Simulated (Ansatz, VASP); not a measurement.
## Mg3GeN in VASP and in Ansatz

```
CELL_PARAMETERS angstrom
5.91219 0.00000 0.00000
-2.95609 5.12010 0.00000
0.00000 0.00000 3.78524
ATOMIC_POSITIONS crystal
Mg 0.50000 0.00000 0.00000
Mg 0.00000 0.50000 0.00000
Mg 0.50000 0.50000 0.00000
Ge 0.00000 0.00000 0.00000
N 0.00000 0.00000 0.50000
```

Alike in both runs: functional PBE; k mesh 6 × 6 × 10; occupations gaussian, width 0.1 eV; no spin polarisation.

Ansatz relaxed the structure, and its values are those at the end. VASP's run is a single point on that final structure, the one shown.

```csv
,VASP,Ansatz
version,VASP 6.6.1,Ansatz 0.2.0
potentials or method,"VASP PAW PBE potentials, release 64 (Mg, Ge_d, N), cutoff 520 eV","scalar-relativistic, plane waves, PAW"
valence electrons in the cell,25,49
```

|  | VASP | Ansatz | Ansatz less VASP |
| --- | --- | --- | --- |
| gap on the k mesh at the Fermi level (eV) | none | none | - |
| pressure (GPa) | -0.1 | 0.0 | +0.12 |

A gap of «none» marks a metal or a gap that the smearing closes. VASP's potentials hold 25 valence electrons a cell and Ansatz's 49, so a difference there can come from the potentials and not from the codes.
